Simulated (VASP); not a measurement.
A run of VASP 6.6.1 is set up as follows.

File INCAR:

```
PREC = Accurate
ENCUT = 520
EDIFF = 1E-6
ISMEAR = 0
SIGMA = 0.01
LREAL = F
LASPH = T
NELM = 60
ALGO = Normal
ISIF = 2
LWAVE = F
LCHARG = F
GGA = PE
NBANDS = 27
```

File KPOINTS:

```
Automatic mesh
0
Gamma
  6 6 6
```

POSCAR

```
KTaO3
1.0
    3.9901311009      0.0000000000      0.0000000000
    0.0000000000      3.9901311009      0.0000000000
    0.0000000000      0.0000000000      3.9901311009
K Ta O
1 1 3
Direct
    0.0000000000      0.0000000000      0.0000000000
    0.5000000000      0.5000000000      0.5000000000
    0.5000000000      0.5000000000      0.0000000000
    0.5000000000      0.0000000000      0.5000000000
    0.0000000000      0.5000000000      0.5000000000
```

Potentials or basis: VASP PAW PBE potentials, release 64 (K_sv, Ta_pv, O).

Run with:

```sh
$ cat potpaw_PBE.64/K_sv/POTCAR potpaw_PBE.64/Ta_pv/POTCAR potpaw_PBE.64/O/POTCAR > POTCAR
$ mpirun -np 1 vasp_std > vasp.out
```

Q: Estimate the pressure.

A: 5.8 GPa.

Q: Estimate the band gap on the k mesh.

A: 2.17 eV, indirect (least direct gap 2.79 eV).

Caveat: spin-orbit coupling is left out, which moves the levels of the heavy elements. A k mesh can miss the band edges.
